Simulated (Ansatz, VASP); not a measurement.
# BaNb3 in VASP and in Ansatz

```
Ba Nb
1.0
     4.45114    0.00000    0.00000
     0.00000    4.45114    0.00000
     0.00000    0.00000    4.45114
Ba Nb
1 3
Direct
  0.00000 0.00000 0.00000
  0.00000 0.50000 0.50000
  0.50000 0.00000 0.50000
  0.50000 0.50000 0.00000
```

Alike in both runs: functional PBE; k mesh 4 × 4 × 4; occupations gaussian, width 0.1 eV; no spin polarisation.

Ansatz relaxed the structure, and its values are those at the end. VASP's run is a single point on that final structure, the one shown.

```csv
,VASP,Ansatz
version,VASP 6.6.1,Ansatz 0.2.0
potentials or method,"VASP PAW PBE potentials, release 64 (Ba_sv, Nb_sv), cutoff 520 eV","scalar-relativistic, plane waves, PAW"
valence electrons in the cell,49,49
```

```csv
,VASP,Ansatz,Ansatz less VASP
gap on the k mesh at the Fermi level (eV),none,none,-
pressure (GPa),1.3,-0.1,-1.40
```

A gap of «none» marks a metal or a gap that the smearing closes.

Spin-orbit coupling is off throughout.
